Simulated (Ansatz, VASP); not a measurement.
# Si2W in VASP and in Ansatz

```
Si W
1.0
    -1.60600    1.60600    3.97940
     1.60600   -1.60600    3.97940
     1.60600    1.60600   -3.97940
Si W
2 1
Direct
  0.33300 0.33300 0.00000
  0.66700 0.66700 0.00000
  0.00000 0.00000 0.00000
```

Change from the starting cell: zz strain of +1 %, crystal datasets.

Alike in both runs: task electric field gradients; functional PBEsol; k mesh 18 × 18 × 18; occupations fermi-dirac, width 0.03 eV; no spin polarisation.

|  | VASP | Ansatz |
| --- | --- | --- |
| version | VASP 6.6.1 | Ansatz 0.2.0 |
| potentials or method | VASP PAW PBE potentials, release 64 (Si, W_sv), cutoff 520 eV | all-electron PAW with datasets made for the crystal, scalar-relativistic |

VASP gave:

```
pressure (GPa)                                                : -5.5
traceless stress, the component that is largest in VASP (GPa) : -4.55
rms of the force components (eV/Å)                            : 0.138
size of Vzz on the site where it differs most (V/Å²)          : 100.8
```

**Question.** What did Ansatz give for the same quantities?

**Answer.** Pressure (GPa): -5.8; traceless stress, the component that is largest in VASP (GPa): -4.53; rms of the force components (eV/Å): 0.141; size of Vzz on the site where it differs most (V/Å²): 117.3.

VASP's potentials were made for PBE, not for PBEsol. Atom by atom the forces differ by 0.003 eV/Å (rms over components). Ansatz ran all-electron here, and VASP with PAW potentials.

Neither program's run includes spin-orbit coupling.
